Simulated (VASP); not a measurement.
# BAs (F-43m) in VASP: a series of runs

BAs is run at these levels: PBE; tasks: relaxation of the atoms.

Program: VASP 6.6.1. These are calculated values, not measurements. Logs are shortened: lines on timing, memory, paths and dates and some standing lists are left out, and cuts for length are marked.

### 1 The cell of the first run

It takes space group F-43m (No. 216, cubic). The conventional cell has a = 4.809 Å, b = 4.809 Å, c = 4.809 Å, α = 90.00°, β = 90.00°, γ = 90.00°. Within 2.8 Å of B (site symmetry -43m) lie 4 As at 2.08 Å. Within 2.8 Å of As (site symmetry -43m) lie 4 B at 2.08 Å.

### 2 Relaxation of the atoms, PBE (volume scaled by 1.02)

INCAR

```
SYSTEM = BAs
PREC     = Accurate       ! precision mode
ENCUT    = 520            ! plane-wave cutoff, eV
EDIFF    = 1E-6           ! SCF threshold, eV
ISMEAR   = -1             ! smearing method
SIGMA    = 0.02           ! smearing width, eV
LREAL    = .FALSE.        ! projectors in reciprocal space
LASPH    = .TRUE.         ! aspherical terms in the spheres
NELM     = 100            ! most SCF steps
ALGO     = Normal         ! electronic algorithm
ISIF     = 2              ! what is computed and relaxed
LWAVE    = .FALSE.        ! write WAVECAR
LCHARG   = .FALSE.        ! write CHGCAR
GGA      = PE             ! functional
IBRION   = 2              ! ionic algorithm
NSW      = 80             ! ionic steps
EDIFFG   = -0.02          ! ionic threshold
```

KPOINTS

```
Automatic mesh
0
G
  16 16 16
  0 0 0
```

POSCAR

```
BAs
1.0
    0.0000000000      2.4043183418      2.4043183418
    2.4043183418      0.0000000000      2.4043183418
    2.4043183418      2.4043183418      0.0000000000
B As
1 1
Direct
    0.0000000000      0.0000000000      0.0000000000
    0.2500000000      0.2500000000      0.2500000000
```

Potentials or basis: VASP PAW PBE potentials, release 64 (B, As).

The run is started by

```console
$ cat potpaw_PBE.64/B/POTCAR potpaw_PBE.64/As/POTCAR > POTCAR
$ mpirun -np 1 vasp_std > vasp.out
```

OUTCAR:

```text
SYSTEM = BAs
   PREC = Accurate
   ENCUT = 520
   EDIFF = 1E-6
   ISMEAR = -1
   LREAL = .FALSE.
   LASPH = .TRUE.
   NELM = 100
   ISIF = 2
   GGA = PE
   IBRION = 2
   NSW = 80
   EDIFFG = -0.02

 ion  position               nearest neighbor table
   1  0.000  0.000  0.000-   2 2.08   2 2.08   2 2.08   2 2.08
   2  0.250  0.250  0.250-   1 2.08   1 2.08   1 2.08   1 2.08

  LATTYP: Found a face centered cubic cell.
 ALAT       =     4.8086366836

  Lattice vectors:

 A1 = (   0.0000000000,   2.4043183418,   2.4043183418)
 A2 = (   2.4043183418,   0.0000000000,   2.4043183418)
 A3 = (   2.4043183418,   2.4043183418,   0.0000000000)

Analysis of symmetry for initial positions (statically):
=====================================================================
 Subroutine PRICEL returns:
 Original cell was already a primitive cell.

 Routine SETGRP: Setting up the symmetry group for a
 face centered cubic supercell.

 Subroutine GETGRP returns: Found 24 space group operations
 (whereof 24 operations were pure point group operations)
 out of a pool of 48 trial point group operations.

The static configuration has the point symmetry T_d .

Analysis of symmetry for dynamics (positions and initial velocities):
=====================================================================
 Subroutine PRICEL returns:
 Original cell was already a primitive cell.

 Routine SETGRP: Setting up the symmetry group for a
 face centered cubic supercell.

 Subroutine GETGRP returns: Found 24 space group operations
 (whereof 24 operations were pure point group operations)
 out of a pool of 48 trial point group operations.

The dynamic configuration has the point symmetry T_d .

 Subroutine INISYM returns: Found 24 space group operations
 (whereof 24 operations are pure point group operations),
 and found     1 'primitive' translations

----------------------------------------------------------------------------------------

                                     Primitive cell

  volume of cell :      27.7975

  direct lattice vectors                    reciprocal lattice vectors
     0.000000000  2.404318342  2.404318342    -0.207959151  0.207959151  0.207959151
     2.404318342  0.000000000  2.404318342     0.207959151 -0.207959151  0.207959151
     2.404318342  2.404318342  0.000000000     0.207959151  0.207959151 -0.207959151

  length of vectors
     3.400219607  3.400219607  3.400219607     0.360195815  0.360195815  0.360195815

[... 80 lines left out ...]
   EDIFF  = 0.1E-05   stopping-criterion for ELM
   LREAL  =      F    real-space projection
   EDIFFG = -.2E-01   stopping-criterion for IOM
   NSW    =     80    number of steps for IOM
   IBRION =      2    ionic relax: 0-MD 1-quasi-New 2-CG
   NFREE  =      1    steps in history (QN), initial steepest desc. (CG)
   ISIF   =      2    stress and relaxation
   ISYM   =      2    0-nonsym 1-usesym 2-fastsym
   POTIM  = 0.5000    time-step for ionic-motion
   TEBEG  =    0.0;   TEEND  =   0.0 temperature during run
   PSTRESS=    0.0 pullay stress
   NELECT =       8.0000    total number of electrons
   NUPDOWN=      -1.0000    fix difference up-down
   EMIN   =  10.00;   EMAX   =-10.00  energy-range for DOS
   EFERMI =   0.00;   METHOD = LEGACY
   ISMEAR =    -1;   SIGMA  =   0.02  broadening in eV -4-tet -1-fermi 0-gaus
   EFERMI_NEDOS =   21; number of points for ismear=-14 and -15
   IALGO  =     38    algorithm
   IMIX   =      4    mixing-type and parameters
     AMIX     =   0.40;   BMIX     =  1.00
     AMIX_MAG =   1.60;   BMIX_MAG =  1.00
  volume/ion in A,a.u.               =      13.90        93.79
  Fermi-wavevector in a.u.,A,eV,Ry     =   1.080860  2.042530 15.895126  1.168259
  Thomas-Fermi vector in A             =   2.216862
   LORBIT       =      0    0 simple, 1 ext, 2 COOP (PROOUT), +10 PAW based schemes
   GGA     = PE    functional components
   LHFCALC =     F    Hartree Fock is set to
   AEXX    =    0.0000 exact exchange contribution
   IVDW    =     0    specifies the selected vdW correction
   LEPSILON=     F    determine dielectric tensor
   LRPA    =     F    only Hartree local field effects (RPA)
 conjugate gradient relaxation of ions
 non-spin polarized calculation
  energy-cutoff  :      520.00
  volume of cell :       27.80
 maximum number of plane-waves:       763
 NGX is ok and might be reduce to    28
   NGX = 13   NGY = 13   NGZ = 13

 number of electron       8.0000000 magnetization

 Free energy of the ion-electron system (eV)
  ---------------------------------------------------
  ext. energy  EPLUGINS =         0.00000000
  ---------------------------------------------------
  free energy    TOTEN  =       -11.41377694 eV

  energy without entropy =      -11.41377694  energy(sigma->0) =      -11.41377694

 E-fermi :   6.3081     XC(G=0): -10.4988

 val. band max:        5.9093173811   @ k =   0.0000   0.0000   0.0000
 cond. band min:       7.1175277577   @ k =   0.3750   0.3750   0.0000
 fundamental gap:      1.2082103767
 Fermi energy:         6.3080713333

 k-point     1 :       0.0000    0.0000    0.0000
  band No.  band energies     occupation
      1      -9.3126      2.00000
      2       5.9093      2.00000
      3       5.9093      2.00000
      4       5.9093      2.00000
      5       9.1613      0.00000
      6       9.1613      0.00000
      7       9.1613      0.00000
      8      10.3456      0.00000
[... 243 lines left out ...]
 k-point    24 :      -0.0625    0.0625    0.0000
  band No.  band energies     occupation
      1      -9.1447      2.00000
      2       4.6734      2.00000
      3       5.1762      2.00000
      4       5.7981      2.00000
      5       9.3421      0.00000
      6       9.3611      0.00000
      7       9.7674      0.00000
      8      11.2546      0.00000

 [... further k-points ...]
[... 5 lines left out ...]
  --------------------------------------------------------------------------------------
  -------------------------------------------------------------------------------------
  Total        0.1128680      0.1128680      0.1128680      0.0000000      0.0000000     -0.0000000
  in kB        6.5054220      6.5054220      6.5054220      0.0000000      0.0000000     -0.0000000
  external PRESSURE =       6.5054220 kB  Pullay stress =       0.0000000 kB

 VOLUME and BASIS-vectors are now :
 -----------------------------------------------------------------------------
  energy-cutoff  :      520.00
  volume of cell :       27.80
      direct lattice vectors                 reciprocal lattice vectors
     0.000000000  2.404318342  2.404318342    -0.207959151  0.207959151  0.207959151
     2.404318342  0.000000000  2.404318342     0.207959151 -0.207959151  0.207959151
     2.404318342  2.404318342  0.000000000     0.207959151  0.207959151 -0.207959151

 POSITION                                       TOTAL-FORCE (eV/Angst)
 -----------------------------------------------------------------------------------
      0.00000      0.00000      0.00000        -0.000000     -0.000000     -0.000000
      1.20216      1.20216      1.20216         0.000000      0.000000      0.000000
 -----------------------------------------------------------------------------------
    total drift:                               -0.000000     -0.000000     -0.000000

  FREE ENERGIE OF THE ION-ELECTRON SYSTEM (eV)
  ---------------------------------------------------
  free  energy   TOTEN  =       -11.4137769396 eV

  energy  without entropy=      -11.4137769396  energy(sigma->0) =      -11.41377694

 reached required accuracy - stopping structural energy minimisation
```

CONTCAR:

```text
BAs
   1.00000000000000
     0.0000000000000000    2.4043183417999998    2.4043183417999998
     2.4043183417999998    0.0000000000000000    2.4043183417999998
     2.4043183417999998    2.4043183417999998    0.0000000000000000
  B               As
     1     1
Direct
     0.0000000000000000    0.0000000000000000    0.0000000000000000
     0.2500000000000000    0.2500000000000000    0.2500000000000000

  0.00000000E+00  0.00000000E+00  0.00000000E+00
  0.00000000E+00  0.00000000E+00  0.00000000E+00
```

Run time: 25 s. Hardware: 1 thread of Intel Xeon 6975P-C, shared host; peak memory 0.18 GiB.

What came out:

```yaml
Free_energy: -11.4138 eV
Pressure_after_relaxing: 0.7 GPa
Band_gap_on_the_k_mesh: 1.21 eV, indirect (least direct gap 3.25 eV)
```

Final structure:
```yaml
crystal:
  lattice:
    - [0.00000, 2.40432, 2.40432]
    - [2.40432, 0.00000, 2.40432]
    - [2.40432, 2.40432, 0.00000]
  atoms:
    - { symbol: B, position: [0.00000, 0.00000, 0.00000] }
    - { symbol: As, position: [0.25000, 0.25000, 0.25000] }
```

Caveat: the relaxation stopped at its first step, so nothing moved.

### 3 Relaxation of the atoms, PBE (volume scaled by 1.04)

INCAR

```
SYSTEM = BAs
ALGO = Normal
EDIFF = 1E-6
EDIFFG = -0.02
ENCUT = 520
GGA = PE
IBRION = 2
ISIF = 2
ISMEAR = -1
LASPH = .True.
LCHARG = .False.
LREAL = .False.
LWAVE = .False.
NELM = 60
NSW = 80
PREC = Accurate
SIGMA = 0.02
```

KPOINTS

```
k-points
0
Gamma
  16 16 16
  0 0 0
```

POSCAR

```
BAs
1.0
    0.0000000000      2.4199312360      2.4199312360
    2.4199312360      0.0000000000      2.4199312360
    2.4199312360      2.4199312360      0.0000000000
B As
1 1
Direct
    0.0000000000      0.0000000000      0.0000000000
    0.2500000000      0.2500000000      0.2500000000
```

Potentials or basis: VASP PAW PBE potentials, release 64 (B, As).

The run is started by

```console
$ cat potpaw_PBE.64/B/POTCAR potpaw_PBE.64/As/POTCAR > POTCAR
$ mpirun -np 1 vasp_std > vasp.out
```

Wall time 29 s (1 thread of Intel Xeon 6975P-C, shared host); peak memory 0.18 GiB.

The run converged. Its results:

* Free energy: -11.4118 eV
* Pressure after relaxing: -1.9 GPa
* Band gap on the k mesh: 1.23 eV, indirect (least direct gap 3.23 eV)

Final structure:
```cif
data_structure
_symmetry_space_group_name_H-M 'P 1'
_symmetry_Int_Tables_number 1
_cell_length_a 3.4223
_cell_length_b 3.4223
_cell_length_c 3.4223
_cell_angle_alpha 60.000
_cell_angle_beta 60.000
_cell_angle_gamma 60.000
_cell_volume 28.34
loop_
_atom_site_label
_atom_site_type_symbol
_atom_site_fract_x
_atom_site_fract_y
_atom_site_fract_z
_atom_site_occupancy
B1 B 0.00000 0.00000 0.00000 1
As1 As 0.25000 0.25000 0.25000 1
```

Levels at points of the mesh, in eV from the valence-band top:
| k point | band 2 | band 3 | band 4 | band 5 | band 6 | band 7 |
| --- | --- | --- | --- | --- | --- | --- |
| (0.00, 0.00, 0.00) | 0.00 | 0.00 | 0.00 | 3.23 | 3.23 | 3.23 |
| (0.50, 0.00, 0.00) | -8.51 | -1.75 | -1.75 | 2.47 | 4.73 | 4.73 |
| (0.50, 0.50, 0.00) | -8.31 | -3.92 | -3.92 | 1.48 | 1.48 | 10.99 |

Caveat: the relaxation stopped at its first step, so nothing moved. A k mesh can miss the band edges.

### 4 Relaxation of the atoms, PBE (volume scaled by 1.06)

INCAR

```
PREC = Accurate
ENCUT = 520
EDIFF = 1E-6
ISMEAR = -1
SIGMA = 0.02
LREAL = F
LASPH = T
NELM = 80
ALGO = Normal
ISIF = 2
LWAVE = F
LCHARG = F
GGA = PE
IBRION = 2
NSW = 80
EDIFFG = -0.02
```

KPOINTS

```
regular mesh
0
Gamma
  16 16 16
```

POSCAR

```
BAs
1.0
    0.0000000000      2.4353452264      2.4353452264
    2.4353452264      0.0000000000      2.4353452264
    2.4353452264      2.4353452264      0.0000000000
B As
1 1
Direct
    0.0000000000      0.0000000000      0.0000000000
    0.2500000000      0.2500000000      0.2500000000
```

The run is started by

```console
$ cat potpaw_PBE.64/B/POTCAR potpaw_PBE.64/As/POTCAR > POTCAR
$ mpirun -np 1 vasp_std > vasp.out
```

Run time: 50 s. Hardware: 1 thread of AMD EPYC 7R43 (Zen 3), shared host; peak memory 0.14 GiB.

Results (log left out):

```yaml
Free_energy: -11.4016 eV
Pressure_after_relaxing: -4.1 GPa
Band_gap_on_the_k_mesh: 1.24 eV, indirect (least direct gap 3.21 eV)
```

Final structure:
```
CELL_PARAMETERS angstrom
0.00000 2.43535 2.43535
2.43535 0.00000 2.43535
2.43535 2.43535 0.00000
ATOMIC_POSITIONS crystal
B 0.00000 0.00000 0.00000
As 0.25000 0.25000 0.25000
```

Levels at points of the mesh, in eV from the valence-band top:
```
           k point  band 1  band 2  band 3  band 4  band 5  band 6  band 7  band 8
(0.00, 0.00, 0.00)  -14.88    0.00    0.00    0.00    3.21    3.21    3.21    3.96
(0.50, 0.00, 0.00)  -12.22   -8.37   -1.72   -1.72    2.36    4.71    4.71    8.74
(0.50, 0.50, 0.00)  -10.99   -8.21   -3.84   -3.84    1.49    1.50   10.82   10.82
```

Caveat: the relaxation stopped at its first step, so nothing moved. A k mesh can miss the band edges.

### 5 The runs side by side

| cell | gap on the mesh (eV) | pressure (GPa) |
| --- | --- | --- |
| atoms relaxed from a = 3.400 Å, angles 60.0°, 2 atoms | 1.21 | 0.7 |
| atoms relaxed from a = 3.422 Å, angles 60.0°, 2 atoms | 1.23 | -1.9 |
| atoms relaxed from a = 3.444 Å, angles 60.0°, 2 atoms | 1.24 | -4.1 |

Alike in all rows: task relaxation of the atoms; level PBE; potentials or basis VASP PAW PBE potentials, release 64 (B, As); no spin polarisation; k mesh 16 × 16 × 16; cutoff (eV) 520; smearing fermi-dirac 0.02 eV.

Caveats: the relaxation stopped at its first step, so nothing moved.

Absolute energies hang on the potentials; compare differences alone.
